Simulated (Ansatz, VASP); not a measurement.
Given: the input of a run of Ansatz 0.2.0 on SiC.

The input input.yaml:

```yaml
crystal:
  lattice:
    - [3.0132068704, 0.0, 0.0]
    - [-1.5066034352, 2.6095136966, 0.0]
    - [0.0, 0.0, 4.9449506768]
  atoms:
    - { symbol: Si, position: [0.6666666667, 0.3333333333, 0.5] }
    - { symbol: Si, position: [0.3333333333, 0.6666666667, 0.0] }
    - { symbol: C, position: [0.6666666667, 0.3333333333, 0.885] }
    - { symbol: C, position: [0.3333333333, 0.6666666667, 0.385] }
hamiltonian:
  xc: pbesol
  pseudopotentials: { kind: paw }
  dispersion: d3bj
kpoints:
  mp_grid: { grid: [10, 10, 5] }
scf:
  occupations: { method: fermi_dirac, width: 0.05 }
output:
  forces: true
  stress: true
  eigenvalues: true
```

Potentials or basis: Ansatz PAW.

The run is started by

```console
$ ansatz run input.yaml --threads 2 --pin off --max-ram 5120MiB --backend cpu --events-out ev --progress --plain --runs-dir out
```

**Question.** Set up the same calculation for VASP 6.6.1. Potentials there: VASP PAW PBE potentials, release 64 (Si, C).

**Answer.** As run (the cutoff follows the program's own potentials):

INCAR

```
SYSTEM = SiC
PREC = Accurate ; ENCUT = 520
EDIFF = 1E-6 ; ISMEAR = -1
SIGMA = 0.05 ; LREAL = .False.
LASPH = .True. ; NELM = 100
ALGO = Normal ; ISIF = 2
LWAVE = .False. ; LCHARG = .False.
GGA = PS ; IVDW = 12
NBANDS = 16
```

Contents of KPOINTS:

```
Automatic mesh
0
Gamma
  10 10 5
  0 0 0
```

POSCAR

```
SiC
1.0
    3.0132068704      0.0000000000      0.0000000000
   -1.5066034352      2.6095136966      0.0000000000
    0.0000000000      0.0000000000      4.9449506768
Si C
2 2
Direct
    0.6666666667      0.3333333333      0.5000000000
    0.3333333333      0.6666666667      0.0000000000
    0.6666666667      0.3333333333      0.8850000000
    0.3333333333      0.6666666667      0.3850000000
```

Potentials or basis: VASP PAW PBE potentials, release 64 (Si, C).

The run is started by

```bash
$ cat potpaw_PBE.64/Si/POTCAR potpaw_PBE.64/C/POTCAR > POTCAR
$ mpirun -np 1 vasp_std > vasp.out
```

Both were run:

|  | VASP | Ansatz | Ansatz less VASP |
| --- | --- | --- | --- |
| gap on the k mesh at the Fermi level (eV) | 2.21 | 2.23 | +0.010 |
| least direct gap on the mesh (eV) | 4.08 | 4.09 | +0.009 |
| pressure (GPa) | 11.9 | 11.5 | -0.40 |
| traceless stress, the component that is largest in VASP (GPa) | -5.21 | -5.16 | +0.049 |
| rms of the force components (eV/Å) | 0.493 | 0.491 | -0.0021 |

VASP's potentials were made for PBE, not for PBEsol. Atom by atom the forces differ by 0.002 eV/Å (rms over components).

Noted on Ansatz's run: odd divisions of the mesh miss points on the zone boundary, where band edges often lie, so the gap on the mesh can be too wide.
